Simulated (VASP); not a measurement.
Ru, 1 atom in the cell. The structure is cubic, space group Fm-3m (No. 225). The conventional cell has a = 3.837 Å, b = 3.837 Å, c = 3.837 Å, α = 90.00°, β = 90.00°, γ = 90.00°. Within 3.6 Å of Ru (site symmetry m-3m) lie 12 Ru at 2.71 Å. 

| Quantity | Value |
| --- | --- |
| Program | VASP 6.6.1 |
| Task | single point |
| Functional | PBE |
| Potentials or basis | VASP PAW PBE potentials, release 64 (Ru_pv) |
| Cutoff | 500 eV |
| k mesh | 8 × 8 × 8 |
| Occupations | gaussian, width 0.05 eV |
| Spin | no spin polarisation |
| Dipole correction | no |
| Further INCAR settings | ALGO = Normal; EDIFF = 1e-06; NBANDS = 13 |

Potentials or basis: VASP PAW PBE potentials, release 64 (Ru_pv).

Launch:

```bash
$ cat potpaw_PBE.64/Ru_pv/POTCAR > POTCAR
$ mpirun -np 1 vasp_std > vasp.out
```

Hardware: 1 thread of Intel(R) Xeon(R) Platinum 8259CL CPU @ 2.50GHz (Skylake/Cascade Lake), with other jobs on the host.

**Question.** Estimate the wall time of this run.

**Answer.** It took 4.7 s on 1 thread of Intel(R) Xeon(R) Platinum 8259CL CPU @ 2.50GHz (Skylake/Cascade Lake), with other jobs on the host, peak memory 0.13 GiB. Counts: scf iterations 11, k points 29.
